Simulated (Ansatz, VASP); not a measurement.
# Be in VASP and in Ansatz

File INCAR:

```
SYSTEM = Be
PREC     = Accurate       ! precision mode
ENCUT    = 520            ! plane-wave cutoff, eV
EDIFF    = 1E-6           ! SCF threshold, eV
ISMEAR   = -1             ! smearing method
SIGMA    = 0.1            ! smearing width, eV
LREAL    = .FALSE.        ! projectors in reciprocal space
LASPH    = .TRUE.         ! aspherical terms in the spheres
NELM     = 80             ! most SCF steps
ALGO     = Normal         ! electronic algorithm
ISIF     = 2              ! what is computed and relaxed
LWAVE    = .FALSE.        ! write WAVECAR
LCHARG   = .FALSE.        ! write CHGCAR
GGA      = B5             ! functional
ALDAX    = 1.0          
AGGAX    = 1.0          
AGGAC    = 1.0          
ALDAC    = 0.0          
NBANDS   = 9              ! bands
```

The input KPOINTS:

```
regular mesh
0
G
  12 12 12
  0 0 0
```

Contents of POSCAR:

```
Be
1.0
    0.0000000000      2.4521369330      2.4521369330
    2.4521369330      0.0000000000      2.4521369330
    2.4521369330      2.4521369330      0.0000000000
Be
2
Direct
    0.1250000000      0.1250000000      0.1250000000
    0.8750000000      0.8750000000      0.8750000000
```

Input for Ansatz:

```yaml
crystal:
  lattice:
    - [0.0, 2.452136933, 2.452136933]
    - [2.452136933, 0.0, 2.452136933]
    - [2.452136933, 2.452136933, 0.0]
  atoms:
    - { symbol: Be, position: [0.125, 0.125, 0.125] }
    - { symbol: Be, position: [0.875, 0.875, 0.875] }
hamiltonian:
  xc: blyp
  pseudopotentials:
    kind: paw
    azcp:
      Be: "pseudopotentials/Be.paw.azcp"
basis:
  ecutwfc: 420
  fft_grid_basis: typed
kpoints:
  mp_grid: { grid: [12, 12, 12], shift: [0, 0, 0] }
magnetization:
  spin_polarized: false
scf:
  occupations: { method: fermi_dirac, width: 0.1 }
  lower_state_search: "off"
output:
  stress: true
```

Alike in both runs: task single point; functional BLYP; k mesh 12 × 12 × 12; occupations fermi-dirac, width 0.1 eV; no spin polarisation.

|  | VASP | Ansatz |
| --- | --- | --- |
| version | VASP 6.6.1 | Ansatz 0.2.0 |
| potentials or method | VASP PAW PBE potentials, release 64 (Be), cutoff 520 eV | plane waves (420 eV) with PAW, scalar-relativistic |
| valence electrons in the cell | 4 | 4 |

```tsv
	VASP	Ansatz	Ansatz less VASP
pressure (GPa)	1.7	1.7	-0.02
```

VASP's potentials were made for PBE, not for BLYP.
